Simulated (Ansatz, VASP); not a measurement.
## Sn: VASP beside Ansatz

The input POSCAR:

```
Sn
1.0
   -1.7430796737      1.7430796737      1.8188657464
    1.7430796737     -1.7430796737      1.8188657464
    1.7430796737      1.7430796737     -1.8188657464
Sn
1
Direct
    0.0000000000      0.0000000000      0.0000000000
```

INCAR.step1

```
SYSTEM = Sn
ALGO = Normal ; EDIFF = 1E-4
ENCUT = 520 ; GGA = PE
ISMEAR = 0 ; LASPH = .True.
LCHARG = .False. ; LREAL = .False.
LWAVE = .True. ; NBANDS = 13
NELM = 80 ; PREC = Accurate
SIGMA = 0.15
```

INCAR.step2

```
SYSTEM = Sn
ALGO = Normal ; EDIFF = 1E-6
ENCUT = 520 ; ISIF = 2
ISMEAR = 0 ; ISTART = 1
LASPH = .True. ; LCHARG = .False.
LMIXTAU = .True. ; LREAL = .False.
LWAVE = .False. ; METAGGA = R2SCAN
NBANDS = 13 ; NELM = 80
PREC = Accurate ; SIGMA = 0.15
```

The input KPOINTS:

```
k-points
0
Gamma
  18 18 18
  0 0 0
```

Input for Ansatz:

```yaml
crystal:
  lattice:
    - [-1.7430796737, 1.7430796737, 1.8188657464]
    - [1.7430796737, -1.7430796737, 1.8188657464]
    - [1.7430796737, 1.7430796737, -1.8188657464]
  atoms:
    - { symbol: Sn, position: [0.0, 0.0, 0.0] }
basis:
  ecutwfc: 500
kpoints:
  mp_grid: { grid: [18, 18, 18] }
hamiltonian:
  xc: r2scan
scf:
  occupations: { method: gaussian, width: 0.15 }
output:
  forces: true
  stress: true
  eigenvalues: true
```

Change from the starting cell: strain -0.080 along x and y, -0.040 along z, atoms carried along.

Alike in both runs: task single point; functional r2SCAN; k mesh 18 × 18 × 18; occupations gaussian, width 0.15 eV; no spin polarisation.

|  | VASP | Ansatz |
| --- | --- | --- |
| version | VASP 6.6.1 | Ansatz 0.2.0 |
| potentials or method | VASP PAW PBE potentials, release 64 (Sn_d), cutoff 520 eV | scalar-relativistic, plane waves, PAW |
| valence electrons in the cell | 14 | 14 |

```csv
,VASP,Ansatz,Ansatz less VASP
gap on the k mesh at the Fermi level (eV),none,none,-
pressure (GPa),16.6,16.5,-0.11
```

VASP's potentials were made for PBE, not for r2SCAN. A gap of «none» marks a metal or a gap that the smearing closes. The functional is the same, so the differences come from potentials, cutoffs and numerics.
